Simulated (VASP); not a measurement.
Input of a VASP 6.6.1 run:

INCAR

```
ALGO     = Normal         # electronic algorithm
EDIFF    = 1E-6           # SCF threshold, eV
ENCUT    = 520            # plane-wave cutoff, eV
GGA      = PS             # functional
ISIF     = 2              # what is computed and relaxed
ISMEAR   = 0              # smearing method
ISPIN    = 2              # spin polarisation
LASPH    = T              # aspherical terms in the spheres
LCHARG   = T              # write CHGCAR
LELF     = T              # ELF
LMAXMIX  = 6              # l up to which the mixer works
LORBIT   = 11             # projections on sites
LREAL    = F              # projectors in reciprocal space
LVHAR    = T            
LWAVE    = F              # write WAVECAR
MAGMOM   = 7.41 0 0 0     # initial moments
NBANDS   = 38             # bands
NELM     = 150            # most SCF steps
PREC     = Accurate       # precision mode
SIGMA    = 0.05           # smearing width, eV
```

The input KPOINTS:

```
k-points
0
Gamma
  8 8 8
```

File POSCAR:

```
EuZn3
1.0
    4.2719192305      0.0000000000      0.0000000000
    0.0000000000      4.2719192305      0.0000000000
    0.0000000000      0.0000000000      4.2719192305
Eu Zn
1 3
Direct
    0.0000000000      0.0000000000      0.0000000000
    0.0000000000      0.5000000000      0.5000000000
    0.5000000000      0.5000000000      0.0000000000
    0.5000000000      0.0000000000      0.5000000000
```

Potentials or basis: VASP PAW PBE potentials, release 64 (Eu, Zn).

Command:

```console
$ cat potpaw_PBE.64/Eu/POTCAR potpaw_PBE.64/Zn/POTCAR > POTCAR
$ mpirun -np 1 vasp_std > vasp.out
```

**Question.** Predict the site moments.

**Answer.** Eu +6.58; Zn +0.06 μB.

**Question.** What does it give for the pressure?

**Answer.** 1.2 GPa.

Caveat: the PAW data sets were made with another functional, which shifts forces and pressure a little. The state reached can hang on the start; a lower one may exist.
